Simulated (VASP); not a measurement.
# Al (P6_3/mmc) in VASP: a series of runs, part 2 of 2

VASP 6.6.1. Earlier steps stand in the parts before.

**5. Single point, PBE+D3(BJ) (17.12 Å³/atom)**

INCAR reads:

```
PREC = Accurate ; ENCUT = 520
EDIFF = 1E-6 ; ISMEAR = 0
SIGMA = 0.15 ; LREAL = F
LASPH = T ; NELM = 80
ALGO = Fast ; ISIF = 2
LWAVE = F ; LCHARG = T
GGA = PE ; IVDW = 12
LELF = T ; LVHAR = T
NBANDS = 14
```

KPOINTS reads:

```
regular mesh
0
Gamma
  18 18 6
```

POSCAR reads:

```
Al
1.0
    2.9503179958      0.0000000000      0.0000000000
   -1.4751589979      2.5550503336      0.0000000000
    0.0000000000      0.0000000000      9.0849142043
Al
4
Direct
    0.0000000000      0.0000000000      0.0000000000
    0.3333333333      0.6666666667      0.2500000000
    0.0000000000      0.0000000000      0.5000000000
    0.6666666667      0.3333333333      0.7500000000
```

Potentials or basis: VASP PAW PBE potentials, release 64 (Al).

Launch:

```bash
$ cat potpaw_PBE.64/Al/POTCAR > POTCAR
$ mpirun -np 1 vasp_std > vasp.out
```

OUTCAR:

```text
PREC = Accurate
   ENCUT = 520
   EDIFF = 1E-6
   ISMEAR = 0
   LREAL = F
   LASPH = T
   NELM = 80
   ISIF = 2
   GGA = PE
   IVDW = 12
 IVDW          = 12

 ion  position               nearest neighbor table
   1  0.000  0.000  0.000-   2 2.84   4 2.84   2 2.84   4 2.84   4 2.84   2 2.84
   2  0.333  0.667  0.250-   1 2.84   3 2.84   1 2.84   3 2.84   1 2.84   3 2.84
   3  0.000  0.000  0.500-   2 2.84   4 2.84   2 2.84   4 2.84   4 2.84   2 2.84
   4  0.667  0.333  0.750-   1 2.84   3 2.84   1 2.84   3 2.84   1 2.84   3 2.84

  LATTYP: Found a hexagonal cell.
 ALAT       =     2.9503179958
 C/A-ratio  =     3.0792999999

  Lattice vectors:

 A1 = (   2.9503179958,   0.0000000000,   0.0000000000)
 A2 = (  -1.4751589979,   2.5550503336,   0.0000000000)
 A3 = (   0.0000000000,   0.0000000000,   9.0849142043)

Analysis of symmetry for initial positions (statically):
=====================================================================
 Subroutine PRICEL returns:
 Original cell was already a primitive cell.

 Routine SETGRP: Setting up the symmetry group for a
 hexagonal supercell.

 Subroutine GETGRP returns: Found 24 space group operations
 (whereof 12 operations were pure point group operations)
 out of a pool of 24 trial point group operations.

The static configuration has the point symmetry D_3d.
 The point group associated with its full space group is D_6h.

Analysis of symmetry for dynamics (positions and initial velocities):
=====================================================================
 Subroutine PRICEL returns:
 Original cell was already a primitive cell.

 Routine SETGRP: Setting up the symmetry group for a
 hexagonal supercell.

 Subroutine GETGRP returns: Found 24 space group operations
 (whereof 12 operations were pure point group operations)
 out of a pool of 24 trial point group operations.

The dynamic configuration has the point symmetry D_3d.
 The point group associated with its full space group is D_6h.

 Subroutine INISYM returns: Found 24 space group operations
 (whereof 12 operations are pure point group operations),
[... 135 lines left out ...]
  volume of cell :       68.48
 maximum number of plane-waves:      1882
 NGX is ok and might be reduce to    24
   NGX = 11   NGY = 11   NGZ = 33

 number of electron      12.0000000 magnetization

 Free energy of the ion-electron system (eV)
  ---------------------------------------------------
  ext. energy  EPLUGINS =         0.00000000
  ---------------------------------------------------
  free energy    TOTEN  =       -14.88895593 eV

  energy without entropy =      -14.87114557  energy(sigma->0) =      -14.88005075

 E-fermi :   7.6248     XC(G=0): -10.0628

 val. band max:        7.6092522245   @ k =   0.2778   0.0556   0.1667
 cond. band min:       7.6401595276   @ k =   0.0556   0.0000   0.5000
 fundamental gap:      0.0309073031
 Fermi energy:         7.6248039571

 k-point     1 :       0.0000    0.0000    0.0000
  band No.  band energies     occupation
      1      -3.2658      2.00000
      2      -1.4840      2.00000
      3      -1.4813      2.00000
      4       3.4964      2.00000
      5       4.0124      2.00000
      6      12.0824      0.00000
      7      12.1063      0.00000
      8      17.0798      0.00000
      9      17.0798      0.00000
     10      17.4024      0.00000
     11      17.4024      0.00000
     12      18.6077      0.00000
     13      18.6261      0.00000
     14      18.7000      0.00000
[... 377 lines left out ...]
      1       1.3447      2.00000
      2       3.0402      2.00000
      3       3.0682      2.00000
      4       3.7749      2.00000
      5       5.4591      2.00000
      6       5.5265      2.00000
      7       7.8724      0.01956
      8       8.5077      0.00000
      9       9.6988      0.00000
     10      10.1541      0.00000
     11      11.0111      0.00000
     12      11.5091      0.00000
     13      11.6627      0.00000
     14      15.8036      0.00000

 [... further k-points ...]

------------------------ aborting loop because EDIFF is reached ----------------------------------------

 Edisp (eV)   -1.29481

 E8    (eV) :    -0.5787

  FORCE on cell =-STRESS in cart. coord.  units (eV):
  Direction    XX          YY          ZZ          XY          YZ          ZX
  --------------------------------------------------------------------------------------
  -------------------------------------------------------------------------------------
  Total      -2.65817    -2.65817    -1.35788     0.00000     0.00000     0.00000
  in kB     -62.18772   -62.18772   -31.76753     0.00000     0.00000     0.00000
  external pressure =      -52.05 kB  Pullay stress =        0.00 kB

 VOLUME and BASIS-vectors are now :
 -----------------------------------------------------------------------------
  energy-cutoff  :      520.00
  volume of cell :       68.48
      direct lattice vectors                 reciprocal lattice vectors
     2.950317996  0.000000000  0.000000000     0.338946514  0.195690861  0.000000000
    -1.475158998  2.555050334  0.000000000     0.000000000  0.391381722  0.000000000
     0.000000000  0.000000000  9.084914204     0.000000000  0.000000000  0.110072586

 POSITION                                       TOTAL-FORCE (eV/Angst)
 -----------------------------------------------------------------------------------
      0.00000      0.00000      0.00000        -0.000000      0.000000     -0.000000
     -0.00000      1.70337      2.27123        -0.000000     -0.000000      0.000000
      0.00000      0.00000      4.54246        -0.000000      0.000000     -0.000000
      1.47516      0.85168      6.81369         0.000000      0.000000      0.000000
 -----------------------------------------------------------------------------------
    total drift:                               -0.000000      0.000000      0.000000

  FREE ENERGIE OF THE ION-ELECTRON SYSTEM (eV)
  ---------------------------------------------------
  free  energy   TOTEN  =       -16.1837656694 eV

  energy  without entropy=      -16.1659553142  energy(sigma->0) =      -16.17486049
```

stdout:

```text
POSCAR found type information on POSCAR Al
 POSCAR found :  1 types and       4 ions
 scaLAPACK will be used
 LDA part: xc-table for (Slater+PW92), standard interpolation
 POSCAR, INCAR and KPOINTS ok, starting setup
 FFT: planning ... GRIDC
 FFT: planning ... GRID_SOFT
 FFT: planning ... GRID
 WAVECAR not read
 entering main loop
```

Wall time 2.6 min (1 thread of Intel Xeon 8259CL, shared host); peak memory 0.26 GiB.

What came out:

```
Free energy                : -16.1838 eV
Pressure                   : -5.2 GPa
Band gap on the k mesh     : zero (bands 6 and 7 overlap by 6.28 eV)
Dispersion energy per atom : -0.324 eV
```

Stress tensor (GPa, compression positive):
```
-6.22  0.00  0.00
 0.00 -6.22  0.00
 0.00  0.00 -3.18
```

Caveat: the cell stands under tension.

**6. Summary**

```csv
cell,gap on the mesh (eV),pressure (GPa)
"a = 2.919, b = 2.919, c = 9.281 Å, angles 90.0, 90.0, 120.0°, 4 atoms",none,-5.5
"a = 2.827, b = 2.827, c = 9.896 Å, angles 90.0, 90.0, 120.0°, 4 atoms",none,-5.1
"a = 2.888, b = 2.888, c = 9.482 Å, angles 90.0, 90.0, 120.0°, 4 atoms",none,-5.6
"a = 2.950, b = 2.950, c = 9.085 Å, angles 90.0, 90.0, 120.0°, 4 atoms",none,-5.2
```

Alike in all rows: task single point; level PBE+D3(BJ); potentials or basis VASP PAW PBE potentials, release 64 (Al); no spin polarisation; k mesh 18 × 18 × 6; cutoff (eV) 520; smearing gaussian 0.15 eV.

Caveats: the cell stands under tension.

Total energies depend on the potentials used, so only differences within one code and one set of settings carry meaning.

The gap in the log of VASP goes by the Fermi energy; the results here count the filled bands.